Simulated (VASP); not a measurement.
Write the native input for VASP 6.6.1 that does the following.

* Task: single point
* Functional: r2SCAN
* Potentials or basis: VASP PAW PBE potentials, release 64 (Nb_sv, P)
* Cutoff: 520 eV
* k mesh: 10 × 10 × 10
* Occupations: gaussian, width 0.1 eV
* Spin: no spin polarisation
* Dipole correction: no
* Further INCAR settings: ALGO = Normal; EDIFF = 1e-06; NBANDS = 32

NbP2:

```
Nb P
1.0
     0.00000    3.52197    3.52197
     3.52197    0.00000    3.52197
     3.52197    3.52197    0.00000
Nb P
2 4
Cartesian
  3.5220 3.5220 3.5220
  5.2830 5.2830 5.2830
  0.8805 0.8805 0.8805
  0.8805 2.6415 2.6415
  2.6415 2.6415 0.8805
  2.6415 0.8805 2.6415
```

These files were run (other wordings do the same):

POSCAR

```
NbP2
1.0
    0.0000000000      3.5219722546      3.5219722546
    3.5219722546      0.0000000000      3.5219722546
    3.5219722546      3.5219722546      0.0000000000
Nb P
2 4
Direct
    0.5000000000      0.5000000000      0.5000000000
    0.7500000000      0.7500000000      0.7500000000
    0.1250000000      0.1250000000      0.1250000000
    0.6250000000      0.1250000000      0.1250000000
    0.1250000000      0.1250000000      0.6250000000
    0.1250000000      0.6250000000      0.1250000000
```

INCAR.step1

```
PREC = Accurate
ENCUT = 520
ISMEAR = 0
SIGMA = 0.1
LREAL = False
LASPH = True
NELM = 100
NBANDS = 32
GGA = PE
ALGO = Normal
EDIFF = 1E-4
LWAVE = True
LCHARG = False
```

INCAR.step2

```
PREC = Accurate
ENCUT = 520
EDIFF = 1E-6
ISMEAR = 0
SIGMA = 0.1
LREAL = False
LASPH = True
NELM = 100
ALGO = Normal
ISIF = 2
LWAVE = False
LCHARG = False
METAGGA = R2SCAN
LMIXTAU = True
NBANDS = 32
ISTART = 1
```

KPOINTS

```
regular mesh
0
Gamma
  10 10 10
```

Potentials or basis: VASP PAW PBE potentials, release 64 (Nb_sv, P).

The run is started by

```bash
$ cat potpaw_PBE.64/Nb_sv/POTCAR potpaw_PBE.64/P/POTCAR > POTCAR
$ cp INCAR.step1 INCAR
$ mpirun -np 1 vasp_std > vasp.out
$ cp INCAR.step2 INCAR
$ mpirun -np 1 vasp_std > vasp.out
```

Results of the run:

```json
{
  "Pressure": "-0.1 GPa",
  "Band gap on the k mesh": "zero (bands 23 and 24 overlap by 2.33 eV)"
}
```

Caveat: the PAW data sets were made with another functional, which shifts forces and pressure a little.

Run time: 4.6 min on 1 thread of Intel(R) Xeon(R) 6975P-C (Granite Rapids), on a shared host, peak memory 0.32 GiB.
